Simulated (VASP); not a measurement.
Crystal: BeTe.

```xyz
2
Lattice="0.0000 2.7678 2.8736 2.7678 0.0000 2.8736 2.7678 2.7678 0.0000" Properties=species:S:1:pos:R:3 pbc="T T T"
Be    0.0000    0.0000    0.0000
Te    1.3839    1.3839    1.4368
```

This cell differs from its parent crystal: epitaxial xy strain -2.1%.

Base run:

| Property | Result |
| --- | --- |
| Program | VASP 6.6.1 |
| Functional | HSE06 |
| Potentials or basis | VASP PAW PBE potentials, release 64 (Be, Te) |
| Cutoff | 520 eV |
| k mesh | 6 × 6 × 6 |
| Occupations | gaussian, width 0.01 eV |
| Spin | no spin polarisation |

Its results: band gap on the k mesh 2.44 eV (least direct gap 4.37 eV); pressure 0.7 GPa.

Question: The run is repeated on the same cell with these changes: functional from HSE06 to r2SCAN; k mesh from 6 × 6 × 6 to 8 × 8 × 8. What comes out?

Answer: Band gap on the k mesh 2.14 eV (least direct gap 3.91 eV); pressure 1.9 GPa.

Several settings changed at once.

Caveats: the PAW data sets were made with another functional, which shifts forces and pressure a little; spin-orbit coupling is left out, which moves the levels of the heavy elements.

A k mesh can miss the band edges.
